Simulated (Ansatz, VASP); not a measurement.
**Zn in VASP and in Ansatz**

Contents of INCAR:

```
SYSTEM = Zn
ALGO = Normal ; DIPOL = 0.5 0.5 0.500
EDIFF = 1E-6 ; ENCUT = 520
GGA = PE ; IDIPOL = 3
ISIF = 2 ; ISMEAR = 0
LASPH = .TRUE. ; LCHARG = .FALSE.
LDIPOL = .TRUE. ; LREAL = .FALSE.
LWAVE = .FALSE. ; NBANDS = 38
NELM = 60 ; PREC = Accurate
SIGMA = 0.1
```

The input KPOINTS:

```
k-points
0
G
  21 21 1
  0 0 0
```

The input POSCAR:

```
Zn
1.0
    2.6647980500      0.0000000000      0.0000000000
   -1.3323990300      2.3077828100      0.0000000000
    0.0000000000      0.0000000000     27.8934001460
Zn
5
Direct
    0.3333333338      0.6666666663      0.3226569709
    0.6666666675      0.3333333338      0.4113284905
    0.3333333338      0.6666666663      0.5000000000
    0.6666666675      0.3333333338      0.5886715095
    0.3333333338      0.6666666663      0.6773430291
```

Input for Ansatz:

```yaml
crystal:
  lattice:
    - [2.66479805, 0.0, 0.0]
    - [-1.33239903, 2.30778281, 0.0]
    - [0.0, 0.0, 27.893400146]
  atoms:
    - { symbol: Zn, position: [0.3333333338, 0.6666666663, 0.3226569709] }
    - { symbol: Zn, position: [0.6666666675, 0.3333333338, 0.4113284905] }
    - { symbol: Zn, position: [0.3333333338, 0.6666666663, 0.5] }
    - { symbol: Zn, position: [0.6666666675, 0.3333333338, 0.5886715095] }
    - { symbol: Zn, position: [0.3333333338, 0.6666666663, 0.6773430291] }
basis:
  ecutwfc: 420.0
  fft_grid_basis: typed
kpoints:
  mp_grid: { grid: [21, 21, 1] }
hamiltonian:
  xc: pbe
  pseudopotentials: { kind: paw }
scf:
  occupations: { method: gaussian, width: 0.1 }
output:
  forces: true
  eigenvalues: true
  band_densities:
    - { e_range: [-2.0, -1.0] }
    - { e_range: [-1.0, -0.5] }
    - { e_range: [-0.5, -0.25] }
    - { e_range: [-0.25, 0.0] }
    - { e_range: [0.0, 0.25] }
    - { e_range: [0.25, 0.5] }
    - { e_range: [0.5, 1.0] }
    - { e_range: [1.0, 1.5] }
  band_residual_tolerance: 1.0e-05
  write_potential: true
  elf: true
  write_density: true
  volumetric_format: npy
efield:
  axis: 3
  dipole_correction: true
  ramp_width: 0.04
checkpoint:
  read: start.run
  write: ck
  compress: false
  write_wavefunctions: false
  write_every: 100000
```

Alike in both runs: task single point; functional PBE; k mesh 21 × 21 × 1; occupations gaussian, width 0.1 eV; no spin polarisation.

```csv
,VASP,Ansatz
version,VASP 6.6.1,Ansatz 0.2.0
potentials or method,"VASP PAW PBE potentials, release 64 (Zn), cutoff 520 eV","scalar-relativistic, plane waves, PAW"
valence electrons in the cell,60,60
```

```csv
,VASP,Ansatz,Ansatz less VASP
gap on the k mesh at the Fermi level (eV),none,none,-
rms of the force components (eV/Å),0.026,0.026,-0.0003
```

Atom by atom the forces differ by 0.003 eV/Å (rms over components). A gap of «none» marks a metal or a gap that the smearing closes. The functional is the same, so the differences come from potentials, cutoffs and numerics. Ansatz's warnings: published levels not confirmed, xc potential rough in thin density.
